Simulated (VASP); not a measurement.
# PtWSe4 (I-42m) in VASP: further runs

The runs below take PtWSe4 through single point, with PBE.

Everything below comes from runs of VASP 6.6.1. Logs are shortened: lines on timing, memory, paths and dates and some standing lists are left out, and cuts for length are marked.

## (1) The cell of the first run

It takes space group I-42m (No. 121, tetragonal). Conventional cell: a = 5.893 Å, b = 5.893 Å, c = 8.041 Å, α = 90.00°, β = 90.00°, γ = 90.00°. Pt (site symmetry -42m) has 8 Se at 2.94 to 3.31 Å and 6 W at 4.02 to 4.17 Å within 4.2 Å. Within 2.3 Å of W (site symmetry -42m) lie 4 Se at 1.74 Å. Se (site symmetry m) has 1 W at 1.74 Å within 2.3 Å.

The cell was generated, and may not be a known phase.

## (2) Single point, PBE

INCAR reads:

```
PREC     = Accurate       # precision mode
ENCUT    = 520            # plane-wave cutoff, eV
EDIFF    = 1E-6           # SCF threshold, eV
ISMEAR   = 0              # smearing method
SIGMA    = 0.1            # smearing width, eV
LREAL    = False          # projectors in reciprocal space
LASPH    = True           # aspherical terms in the spheres
NELM     = 60             # most SCF steps
ALGO     = Normal         # electronic algorithm
ISIF     = 2              # what is computed and relaxed
LWAVE    = False          # write WAVECAR
LCHARG   = False          # write CHGCAR
GGA      = PE             # functional
NBANDS   = 33             # bands
```

KPOINTS reads:

```
Automatic mesh
0
Gamma
  4 4 4
```

POSCAR reads:

```
PtWSe4
1.0
   -2.9462542000      2.9462542000      4.0205962500
    2.9462542000     -2.9462542000      4.0205962500
    2.9462542000      2.9462542000     -4.0205962500
Pt W Se
1 1 4
Direct
    0.5000000000      0.5000000000      0.0000000000
    0.0000000000      0.0000000000      0.0000000000
    0.7045722600      0.7045722600      0.6626581000
    0.9580858300      0.2954277400      0.0000000000
    0.0419141700      0.0419141700      0.3373419000
    0.2954277400      0.9580858300      0.0000000000
```

Potentials or basis: VASP PAW PBE potentials, release 64 (Pt, W_sv, Se).

Command:

```
$ cat potpaw_PBE.64/Pt/POTCAR potpaw_PBE.64/W_sv/POTCAR potpaw_PBE.64/Se/POTCAR > POTCAR
$ mpirun -np 1 vasp_std > vasp.out
```

OUTCAR:

```text
PREC = Accurate
   ENCUT = 520
   EDIFF = 1E-6
   ISMEAR = 0
   LREAL = False
   LASPH = True
   NELM = 60
   ISIF = 2
   GGA = PE

 ion  position               nearest neighbor table
   1  0.500  0.500  0.000-   4 2.94   6 2.94   5 2.94   3 2.94
   2  0.000  0.000  0.000-   5 1.74   3 1.74   4 1.74   6 1.74
   3  0.705  0.705  0.663-   2 1.74   1 2.94
   4  0.958  0.295  0.000-   2 1.74   1 2.94
   5  0.042  0.042  0.337-   2 1.74   1 2.94
   6  0.295  0.958  0.000-   2 1.74   1 2.94

  LATTYP: Found a body centered tetragonal cell.
 ALAT       =     5.8925084000
 C/A-ratio  =     1.3646467606

  Lattice vectors:

 A1 = (  -2.9462542000,   2.9462542000,   4.0205962500)
 A2 = (   2.9462542000,  -2.9462542000,   4.0205962500)
 A3 = (   2.9462542000,   2.9462542000,  -4.0205962500)

Analysis of symmetry for initial positions (statically):
=====================================================================
 Subroutine PRICEL returns:
 Original cell was already a primitive cell.

 Routine SETGRP: Setting up the symmetry group for a
 body centered tetragonal supercell.

 Subroutine GETGRP returns: Found  8 space group operations
 (whereof  8 operations were pure point group operations)
 out of a pool of 16 trial point group operations.

The static configuration has the point symmetry D_2d.

Analysis of symmetry for dynamics (positions and initial velocities):
=====================================================================
 Subroutine PRICEL returns:
 Original cell was already a primitive cell.

 Routine SETGRP: Setting up the symmetry group for a
 body centered tetragonal supercell.

 Subroutine GETGRP returns: Found  8 space group operations
 (whereof  8 operations were pure point group operations)
 out of a pool of 16 trial point group operations.

The dynamic configuration has the point symmetry D_2d.

 Subroutine INISYM returns: Found  8 space group operations
 (whereof  8 operations are pure point group operations),
 and found     1 'primitive' translations

----------------------------------------------------------------------------------------

                                     Primitive cell

  volume of cell :     139.6018

  direct lattice vectors                    reciprocal lattice vectors
    -2.946254200  2.946254200  4.020596250     0.000000000  0.169707013  0.124359664
     2.946254200 -2.946254200  4.020596250     0.169707013  0.000000000  0.124359664
     2.946254200  2.946254200 -4.020596250     0.169707013  0.169707013  0.000000000

  length of vectors
     5.790165959  5.790165959  5.790165959     0.210394383  0.210394383  0.240001960

  position of ions in fractional coordinates (direct lattice)
     0.500000000  0.500000000  0.000000000
     0.000000000  0.000000000  0.000000000
     0.704572260  0.704572260  0.662658100
     0.958085830  0.295427740  0.000000000
     0.041914170  0.041914170  0.337341900
     0.295427740  0.958085830  0.000000000

  ion indices of the primitive-cell ions
   primitive index   ion index
                 1           1
                 2           2
                 3           3
                 4           4
                 5           5
                 6           6

----------------------------------------------------------------------------------------

 KPOINTS: Automatic mesh

Automatic generation of k-mesh.
 Grid dimensions read from file:
 generate k-points for:    4    4    4

 Generating k-lattice:

  Cartesian coordinates                     Fractional coordinates (reciprocal lattice)
     0.000000000  0.042426753  0.031089916     0.250000000  0.000000000  0.000000000
     0.042426753  0.000000000  0.031089916     0.000000000  0.250000000  0.000000000
     0.042426753  0.042426753  0.000000000     0.000000000  0.000000000  0.250000000

  Length of vectors
     0.052598596  0.052598596  0.060000490

  Shift w.r.t. Gamma in fractional coordinates (k-lattice)
     0.000000000  0.000000000  0.000000000

 Subroutine IBZKPT returns following result:
 ===========================================

 Found     13 irreducible k-points:

 Following reciprocal coordinates:
            Coordinates               Weight
  0.000000  0.000000  0.000000      1.000000
  0.250000  0.000000  0.000000      8.000000
  0.500000  0.000000  0.000000      4.000000
  0.250000  0.250000  0.000000      8.000000
  0.500000  0.250000  0.000000     16.000000
 -0.250000  0.250000  0.000000      4.000000
  0.500000  0.500000  0.000000      2.000000
  0.250000  0.250000  0.250000      2.000000
 -0.250000  0.250000  0.250000      4.000000
  0.500000  0.500000  0.250000      4.000000
 -0.250000  0.500000  0.250000      8.000000
 -0.250000 -0.250000  0.250000      2.000000
  0.500000  0.500000  0.500000      1.000000
   k-points           NKPTS =     13   k-points in BZ     NKDIM =     13   number of bands    NBANDS=     33
   number of dos      NEDOS =    301   number of ions     NIONS =      6
[... 108 lines left out ...]
      3     -35.5162      2.00000
      4     -35.5162      2.00000
      5     -10.3455      2.00000
      6      -8.4817      2.00000
[... 25 lines left out ...]
     32      10.6316      0.00000
     33      11.3879      0.00000

 k-point     5 :       0.5000    0.2500    0.0000
  band No.  band energies     occupation
      1     -69.5148      2.00000
      2     -35.6625      2.00000
      3     -35.5163      2.00000
      4     -35.5162      2.00000
      5     -10.3139      2.00000
      6      -8.5015      2.00000
[... 25 lines left out ...]
     32      10.5670      0.00000
     33      11.3377      0.00000

 k-point     6 :      -0.2500    0.2500    0.0000
  band No.  band energies     occupation
      1     -69.5148      2.00000
      2     -35.6624      2.00000
      3     -35.5162      2.00000
      4     -35.5162      2.00000
      5     -10.4822      2.00000
      6      -8.4380      2.00000
[... 25 lines left out ...]
     32      10.5315      0.00000
     33      11.5432      0.00000

 k-point     7 :       0.5000    0.5000    0.0000
  band No.  band energies     occupation
      1     -69.5148      2.00000
      2     -35.6625      2.00000
      3     -35.5163      2.00000
      4     -35.5162      2.00000
      5     -10.2917      2.00000
      6      -8.4499      2.00000
[... 25 lines left out ...]
     32      10.2796      0.00000
     33      11.5924      0.00000

 k-point     8 :       0.2500    0.2500    0.2500
  band No.  band energies     occupation
      1     -69.5148      2.00000
      2     -35.6625      2.00000
      3     -35.5162      2.00000
      4     -35.5162      2.00000
      5     -10.2816      2.00000
      6      -8.4374      2.00000
[... 25 lines left out ...]
     32      11.4790      0.00000
     33      11.4790      0.00000

 k-point     9 :      -0.2500    0.2500    0.2500
  band No.  band energies     occupation
      1     -69.5148      2.00000
      2     -35.6625      2.00000
      3     -35.5162      2.00000
      4     -35.5162      2.00000
      5     -10.3449      2.00000
      6      -8.4940      2.00000
[... 25 lines left out ...]
     32      10.2527      0.00000
     33      11.1362      0.00000

 k-point    10 :       0.5000    0.5000    0.2500
  band No.  band energies     occupation
      1     -69.5148      2.00000
      2     -35.6625      2.00000
      3     -35.5162      2.00000
      4     -35.5162      2.00000
      5     -10.2057      2.00000
      6      -8.5413      2.00000
[... 25 lines left out ...]
     32      11.0903      0.00000
     33      11.1352      0.00000

 k-point    11 :      -0.2500    0.5000    0.2500
  band No.  band energies     occupation
      1     -69.5148      2.00000
      2     -35.6625      2.00000
      3     -35.5162      2.00000
      4     -35.5162      2.00000
      5     -10.2405      2.00000
      6      -8.5336      2.00000
[... 25 lines left out ...]
     32      10.2656      0.00000
     33      11.1655      0.00000

 k-point    12 :      -0.2500   -0.2500    0.2500
  band No.  band energies     occupation
      1     -69.5148      2.00000
      2     -35.6625      2.00000
      3     -35.5162      2.00000
      4     -35.5162      2.00000
      5     -10.4222      2.00000
      6      -8.3678      2.00000
[... 25 lines left out ...]
     32      10.9161      0.00000
     33      10.9477      0.00000

 k-point    13 :       0.5000    0.5000    0.5000
  band No.  band energies     occupation
      1     -69.5148      2.00000
      2     -35.6625      2.00000
      3     -35.5162      2.00000
      4     -35.5162      2.00000
      5     -10.1314      2.00000
      6      -8.5980      2.00000
[... 25 lines left out ...]
     32      10.5658      0.00000
     33      10.8870      0.00000

------------------------ aborting loop because EDIFF is reached ----------------------------------------

  FORCE on cell =-STRESS in cart. coord.  units (eV):
  Direction    XX          YY          ZZ          XY          YZ          ZX
  --------------------------------------------------------------------------------------
  -------------------------------------------------------------------------------------
  Total       92.8867409     92.8867409    102.3873056      0.0000000      0.0000000      0.0000000
  in kB     1066.0398111   1066.0398111   1175.0756124      0.0000000      0.0000000      0.0000000
  external PRESSURE =    1102.3850782 kB  Pullay stress =       0.0000000 kB

 VOLUME and BASIS-vectors are now :
 -----------------------------------------------------------------------------
  energy-cutoff  :      520.00
  volume of cell :      139.60
      direct lattice vectors                 reciprocal lattice vectors
    -2.946254200  2.946254200  4.020596250     0.000000000  0.169707013  0.124359664
     2.946254200 -2.946254200  4.020596250     0.169707013  0.000000000  0.124359664
     2.946254200  2.946254200 -4.020596250     0.169707013  0.169707013  0.000000000

 POSITION                                       TOTAL-FORCE (eV/Angst)
 -----------------------------------------------------------------------------------
      0.00000      0.00000      4.02060         0.000000      0.000000      0.000000
      0.00000      0.00000      0.00000         0.000000      0.000000      0.000000
      1.95236      1.95236      3.00132       -25.113247    -25.113247    -25.297825
     -1.95236      1.95236      5.03987        25.113247    -25.113247     25.297825
      0.99389      0.99389     -1.01928        25.113247     25.113247    -25.297825
      1.95236     -1.95236      5.03987       -25.113247     25.113247     25.297825
 -----------------------------------------------------------------------------------
    total drift:                               -0.000020     -0.000020      0.000029

  FREE ENERGIE OF THE ION-ELECTRON SYSTEM (eV)
  ---------------------------------------------------
  free  energy   TOTEN  =         4.5358985647 eV

  energy  without entropy=        4.5691015383  energy(sigma->0) =        4.55250005
```

It took 59 s on 1 thread of Intel Xeon 6975P-C (Granite Rapids), shared host; peak memory 0.34 GiB.

What came out:

| Item | Value |
| --- | --- |
| Free energy | 4.5359 eV |
| Pressure | 110.2 GPa |
| Largest force | 43.604 eV/Å |
| Band gap on the k mesh | zero (bands 24 and 25 overlap by 0.39 eV) |

Forces on the atoms (eV/Å):
```
Pt    0.000   0.000   0.000
W     0.000   0.000   0.000
Se  -25.113 -25.113 -25.298
Se   25.113 -25.113  25.298
Se   25.113  25.113 -25.298
Se  -25.113  25.113  25.298
```

Caveat: atoms lie so close that the PAW spheres overlap strongly, which falsifies energies and pressures; the stress differs along the axes, from 107 to 118 GPa; spin-orbit coupling is left out, which moves the levels of the heavy elements; forces of over 1 eV/Å act on the atoms, so gaps and moduli don't describe the material at rest.

## (3) Single point, PBE

This run uses another cell than the first one, of 30.11 Å³/atom.

INCAR reads:

```
SYSTEM = PtWSe4
ALGO = Normal
EDIFF = 1E-7
ENCUT = 520
GGA = PE
ISIF = 2
ISMEAR = 0
LASPH = .True.
LCHARG = .False.
LREAL = .False.
LWAVE = .False.
NBANDS = 33
NELM = 80
PREC = Accurate
SIGMA = 0.1
```

KPOINTS reads:

```
k-points
0
Gamma
  4 4 4
  0 0 0
```

POSCAR reads:

```
PtWSe4
1.0
   -2.7442833551      2.7442833551      5.9973359422
    2.7442833551     -2.7442833551      5.9973359422
    2.7442833551      2.7442833551     -5.9973359422
Pt W Se
1 1 4
Direct
    0.5000000000      0.5000000000      0.0000000000
    0.0000000000      0.0000000000      0.0000000000
    0.6408431329      0.6408431329      0.5185556931
    0.8777125602      0.3591568671      0.0000000000
    0.1222874398      0.1222874398      0.4814443069
    0.3591568671      0.8777125602      0.0000000000
```

Potentials or basis: VASP PAW PBE potentials, release 64 (Pt, W_sv, Se).

Command:

```
$ cat potpaw_PBE.64/Pt/POTCAR potpaw_PBE.64/W_sv/POTCAR potpaw_PBE.64/Se/POTCAR > POTCAR
$ mpirun -np 1 vasp_std > vasp.out
```

Run time: 95 s. Hardware: 1 thread of Intel Xeon 6975P-C (Granite Rapids), shared host; peak memory 0.43 GiB.

The run converged. Its results:

```
Free energy            : -33.1645 eV
Pressure               : 0.3 GPa
Largest force          : 0.070 eV/Å
Band gap on the k mesh : zero (bands 24 and 25 overlap by 1.06 eV)
```

Forces on the atoms (eV/Å):
```
Pt   0.000  0.000  0.000
W    0.000  0.000  0.000
Se  -0.025 -0.025 -0.060
Se   0.025 -0.025  0.060
Se   0.025  0.025 -0.060
Se  -0.025  0.025  0.060
```

Stress tensor (GPa, compression positive):
```
0.23 0.00 0.00
0.00 0.23 0.00
0.00 0.00 0.34
```

Levels at points of the mesh, in eV from the Fermi level:
```tsv
k point	band 21	band 22	band 23	band 24	band 25	band 26	band 27	band 28
(0.00, 0.00, 0.00)	-1.22	-1.22	-1.16	-1.16	-0.66	0.07	1.71	2.37
(0.50, 0.00, 0.00)	-1.61	-1.42	-0.87	-0.13	0.28	1.34	2.04	2.19
(0.50, 0.50, 0.00)	-1.70	-1.24	0.18	0.40	0.43	1.30	2.01	2.15
(0.50, 0.50, 0.50)	-1.03	-1.03	-0.98	-0.98	-0.50	0.05	1.18	2.04
```

Caveat: spin-orbit coupling is left out, which moves the levels of the heavy elements.

## (4) Single point, PBE

This run uses another cell than the first one, of 30.15 Å³/atom.

INCAR reads:

```
SYSTEM = PtWSe4
PREC = Accurate ; ENCUT = 520
EDIFF = 1E-7 ; ISMEAR = 0
SIGMA = 0.1 ; LREAL = .FALSE.
LASPH = .TRUE. ; NELM = 80
ALGO = Normal ; ISIF = 2
LWAVE = .FALSE. ; LCHARG = .FALSE.
GGA = PE ; NBANDS = 33
```

KPOINTS reads:

```
regular mesh
0
G
  10 10 10
  0 0 0
```

POSCAR reads:

```
PtWSe4
1.0
   -2.7231512340      2.7231512340      6.0988542030
    2.7231512340     -2.7231512340      6.0988542030
    2.7231512340      2.7231512340     -6.0988542030
Pt W Se
1 1 4
Direct
    0.5000000000      0.5000000000      0.0000000000
    0.0000000000      0.0000000000      0.0000000000
    0.6410787701      0.6410787701      0.5193143041
    0.8782355340      0.3589212299      0.0000000000
    0.1217644660      0.1217644660      0.4806856959
    0.3589212299      0.8782355340      0.0000000000
```

Command:

```
$ cat potpaw_PBE.64/Pt/POTCAR potpaw_PBE.64/W_sv/POTCAR potpaw_PBE.64/Se/POTCAR > POTCAR
$ mpirun -np 1 vasp_std > vasp.out
```

It took 7.9 min on 1 thread of Intel Xeon 6975P-C (Granite Rapids), shared host; peak memory 0.81 GiB.

The run converged. Its results:

```yaml
Free_energy: -33.1723 eV
Pressure: 0.1 GPa
Largest_force: 0.029 eV/Å
Band_gap_on_the_k_mesh: zero (bands 24 and 25 overlap by 1.08 eV)
```

Forces in eV/Å, atoms in the order of the input:
```
Pt   0.000  0.000  0.000
W    0.000  0.000  0.000
Se  -0.012 -0.012 -0.023
Se   0.012 -0.012  0.023
Se   0.012  0.012 -0.023
Se  -0.012  0.012  0.023
```

Levels at points of the mesh, in eV from the Fermi level:
```
           k point  band 21  band 22  band 23  band 24  band 25  band 26  band 27  band 28
(0.00, 0.00, 0.00)    -1.16    -1.16    -1.12    -1.12    -0.67     0.08     1.64     2.27
(0.50, 0.00, 0.00)    -1.66    -1.44    -0.86    -0.17     0.21     1.34     2.03     2.23
(0.50, 0.50, 0.00)    -1.67    -1.20     0.20     0.40     0.45     1.21     1.99     2.04
(0.50, 0.50, 0.50)    -1.00    -1.00    -0.93    -0.93    -0.57     0.08     1.14     1.87
```

Caveat: spin-orbit coupling is left out, which moves the levels of the heavy elements.

## (5) The runs side by side

| cell | k mesh | gap on the mesh (eV) | pressure (GPa) | largest force (eV/Å) |
| --- | --- | --- | --- | --- |
| a = 5.790 Å, angles 118.8, 118.8, 92.0°, 6 atoms, atomic positions A | 4 × 4 × 4 | none | 110.2 | 43.60 |
| a = 7.144 Å, angles 134.8, 134.8, 65.8°, 6 atoms, atomic positions B | 4 × 4 × 4 | none | 0.3 | 0.07 |
| a = 7.213 Å, angles 135.6, 135.6, 64.5°, 6 atoms, atomic positions C | 10 × 10 × 10 | none | 0.1 | 0.03 |

Alike in all rows: task single point; level PBE; potentials or basis VASP PAW PBE potentials, release 64 (Pt, W_sv, Se); no spin polarisation; cutoff (eV) 520; smearing gaussian 0.1 eV.

Caveats: spin-orbit coupling is left out, which moves the levels of the heavy elements; atoms lie so close that the PAW spheres overlap strongly, which falsifies energies and pressures (at least some runs); the stress differs along the axes, from 107 to 118 GPa (at least some runs); forces of over 1 eV/Å act on the atoms, so gaps and moduli don't describe the material at rest (at least some runs).

Absolute energies hang on the potentials; compare differences alone.
